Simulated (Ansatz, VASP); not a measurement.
## One calculation of Zr3S2, two programs

```
Zr S
1.0
     2.89512    1.67150    3.48042
    -2.89512    1.67150    3.48042
     0.00000   -3.34300    3.48042
Zr S
3 2
Cartesian
  -1.9567 0.0000 5.2206
  0.9783 -1.6945 5.2206
  0.9783 1.6945 5.2206
  0.0000 0.0000 3.4956
  0.0000 0.0000 6.9456
```

Alike in both runs: functional PBE; k mesh 12 × 12 × 12; occupations gaussian, width 0.1 eV; no spin polarisation.

Ansatz relaxed the structure, and its values are those at the end. VASP's run is a single point on that final structure, the one shown.

```csv
,VASP,Ansatz
version,VASP 6.6.1,Ansatz 0.2.0
potentials or method,"VASP PAW PBE potentials, release 64 (Zr_sv, S), cutoff 520 eV","scalar-relativistic, plane waves, PAW"
valence electrons in the cell,48,48
```

|  | VASP | Ansatz | Ansatz less VASP |
| --- | --- | --- | --- |
| gap on the k mesh at the Fermi level (eV) | none | none | - |
| pressure (GPa) | 0.0 | 0.0 | -0.02 |

A gap of «none» marks a metal or a gap that the smearing closes.
